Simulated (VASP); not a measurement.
## BaHCl: relaxation of shape and atoms at fixed volume with LDA

The system is BaHCl.

```xyz
6
Lattice="4.2124 0.0000 0.0000 0.0000 4.2124 0.0000 0.0000 0.0000 6.7733" Properties=species:S:1:pos:R:3 pbc="T T T"
Ba    0.0000    2.1062    1.4160
Ba    2.1062    0.0000    5.3573
H     0.0000    0.0000    0.0000
H     2.1062    2.1062    0.0000
Cl    0.0000    2.1062    4.4704
Cl    2.1062    0.0000    2.3029
```

```json
{
  "Program": "VASP 6.6.1",
  "Task": "relaxation of shape and atoms at fixed volume",
  "Functional": "LDA",
  "Potentials or basis": "VASP PAW LDA potentials, release 64 (Ba_sv, H, Cl)",
  "Cutoff": "600 eV",
  "k mesh": "6 × 6 × 4",
  "Occupations": "gaussian, width 0.02 eV",
  "Spin": "no spin polarisation",
  "Dipole correction": "no",
  "Further INCAR settings": "ALGO = Normal; EDIFF = 1e-07; IBRION = 2; EDIFFG = -0.01; NSW = 50; ISIF = 4"
}
```

* Energy gained by relaxing: 0.1 meV/atom
* Ionic steps: 6
* Pressure after relaxing: 4.0 GPa
* Largest force after relaxing: 0.008 eV/Å
* Band gap on the k mesh: 2.45 eV

Forces on the atoms (eV/Å):
```
Ba   0.000  0.000  0.002
Ba   0.000  0.000 -0.002
H    0.000  0.000  0.000
H    0.000  0.000  0.000
Cl   0.000  0.000  0.008
Cl   0.000  0.000 -0.008
```

Step by step:
```tsv
step	energy change (eV)	largest force (eV/Å)	pressure (GPa)	volume (Å³)
1	0.0000	0.0114	3.99	120.19
2	-0.0001	0.0046	3.98	120.19
3	-0.0002	0.0165	3.97	120.19
4	-0.0002	0.0146	3.97	120.19
5	-0.0002	0.0131	3.97	120.19
6	-0.0003	0.0084	3.95	120.19
```

Final structure:
```
Ba H Cl
1.0
     4.21996    0.00000    0.00000
     0.00000    4.21996    0.00000
     0.00000    0.00000    6.74901
Ba H Cl
2 2 2
Direct
  0.00000 0.50000 0.20893
  0.50000 0.00000 0.79107
  0.00000 0.00000 0.00000
  0.50000 0.50000 0.00000
  0.00000 0.50000 0.66048
  0.50000 0.00000 0.33952
```

Levels at points of the mesh, in eV from the valence-band top:
| k point | band 14 | band 15 | band 16 | band 17 | band 18 | band 19 | band 20 | band 21 | band 22 |
| --- | --- | --- | --- | --- | --- | --- | --- | --- | --- |
| (0.00, 0.00, 0.00) | -2.61 | -2.37 | -2.37 | -1.21 | -1.07 | 3.18 | 4.22 | 4.42 | 4.42 |
| (0.50, 0.00, 0.00) | -3.19 | -2.72 | -2.72 | -0.66 | -0.66 | 4.45 | 4.45 | 4.65 | 4.65 |
| (0.50, 0.50, 0.00) | -2.88 | -2.41 | -2.41 | -0.68 | -0.68 | 4.08 | 4.08 | 6.81 | 6.81 |
| (0.00, 0.00, 0.50) | -2.99 | -2.32 | -2.32 | -1.15 | 0.00 | 2.45 | 4.18 | 4.84 | 4.84 |
| (0.50, 0.00, 0.50) | -3.22 | -2.94 | -2.94 | -0.36 | -0.36 | 4.67 | 4.67 | 5.49 | 5.49 |
| (0.50, 0.50, 0.50) | -3.35 | -2.38 | -2.38 | -0.70 | -0.70 | 5.37 | 5.37 | 5.75 | 5.75 |

Wall time 6.2 min on 1 thread of Intel Xeon 8259CL (shared host), peak memory 0.27 GiB.

Caveat: spin-orbit coupling is left out, which moves the levels of the heavy elements. A k mesh can miss the band edges.
